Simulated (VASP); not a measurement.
Set up this calculation in VASP 6.6.1, as the native input.

- Task: single point
- Functional: PBE
- Potentials or basis: VASP PAW PBE potentials, release 64 (W_sv, Se, Zn)
- Cutoff: 520 eV
- k mesh: 9 × 9 × 2
- Occupations: fermi-dirac, width 0.05 eV
- Spin: no spin polarisation
- Dipole correction: no
- Further INCAR settings: ALGO = Normal; EDIFF = 1e-07; NBANDS = 41

The structure of ZnW2Se4 lies in POSCAR:

```
ZnW2Se4
1.0
    3.3112294703      0.0000000000      0.0000000000
   -1.6556147351      2.8676088390      0.0000000000
    0.0000000000      0.0000000000     17.9580050763
W Se Zn
2 4 1
Direct
    0.3333333333      0.6666666667      0.2404290000
    0.0000000000      0.0000000000      0.7742570000
    0.0000000000      0.0000000000      0.3346640000
    0.3333333333      0.6666666667      0.6800160000
    0.3333333333      0.6666666667      0.8682090000
    0.0000000000      0.0000000000      0.1462720000
    0.0000000000      0.0000000000      0.5131540000
```

One way to write it, as run:

INCAR

```
SYSTEM = ZnW2Se4
PREC     = Accurate       ! precision mode
ENCUT    = 520            ! plane-wave cutoff, eV
EDIFF    = 1E-7           ! SCF threshold, eV
ISMEAR   = -1             ! smearing method
SIGMA    = 0.05           ! smearing width, eV
LREAL    = .FALSE.        ! projectors in reciprocal space
LASPH    = .TRUE.         ! aspherical terms in the spheres
NELM     = 60             ! most SCF steps
ALGO     = Normal         ! electronic algorithm
ISIF     = 2              ! what is computed and relaxed
LWAVE    = .FALSE.        ! write WAVECAR
LCHARG   = .TRUE.         ! write CHGCAR
GGA      = PE             ! functional
LELF     = .TRUE.         ! ELF
LVHAR    = .TRUE.       
NBANDS   = 41             ! bands
```

KPOINTS

```
Automatic mesh
0
G
  9 9 2
  0 0 0
```

Potentials or basis: VASP PAW PBE potentials, release 64 (W_sv, Se, Zn).

The run is started by

```sh
$ cat potpaw_PBE.64/W_sv/POTCAR potpaw_PBE.64/Se/POTCAR potpaw_PBE.64/Zn/POTCAR > POTCAR
$ mpirun -np 1 vasp_std > vasp.out
```

It gave:

```
Pressure               : -0.2 GPa
Largest force          : 0.147 eV/Å
Band gap on the k mesh : 0.29 eV (least direct gap 0.33 eV)
```

Caveat: spin-orbit coupling is left out, which moves the levels of the heavy elements.

Wall time 3.6 min on 1 thread of Intel(R) Xeon(R) Platinum 8488C (Sapphire Rapids), with other jobs on the host, peak memory 0.43 GiB.
